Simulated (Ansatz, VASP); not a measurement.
**Two plane-wave programs on MgSi**

```xyz
2
Lattice="2.9904 0.0000 0.0000 0.0000 2.9904 0.0000 0.0000 0.0000 3.8816" Properties=species:S:1:pos:R:3 pbc="T T T"
Mg    0.0000    0.0000    0.0000
Si    1.4952    1.4952    1.9408
```

Alike in both runs: task single point; functional PBEsol; k mesh 18 × 18 × 14; no spin polarisation.

|  | VASP | Ansatz |
| --- | --- | --- |
| version | VASP 6.6.1 | Ansatz 0.2.0 |
| potentials or method | VASP PAW PBE potentials, release 64 (Mg, Si), cutoff 520 eV | scalar-relativistic, plane waves, PAW |
| occupations | tetrahedron | tetrahedron-uncorrected |
| valence electrons in the cell | 6 | 14 |

|  | VASP | Ansatz | Ansatz less VASP |
| --- | --- | --- | --- |
| gap on the k mesh at the Fermi level (eV) | none | none | - |
| pressure (GPa) | -0.6 | -0.6 | +0.03 |
| traceless stress, the component that is largest in VASP (GPa) | 1.83 | 1.84 | +0.008 |

VASP's potentials were made for PBE, not for PBEsol. A gap of «none» marks a metal or a gap that the smearing closes. VASP's potentials hold 6 valence electrons a cell and Ansatz's 14, so a difference there can come from the potentials and not from the codes. Ansatz's warnings: band table not solved further, stress scf threshold loose.
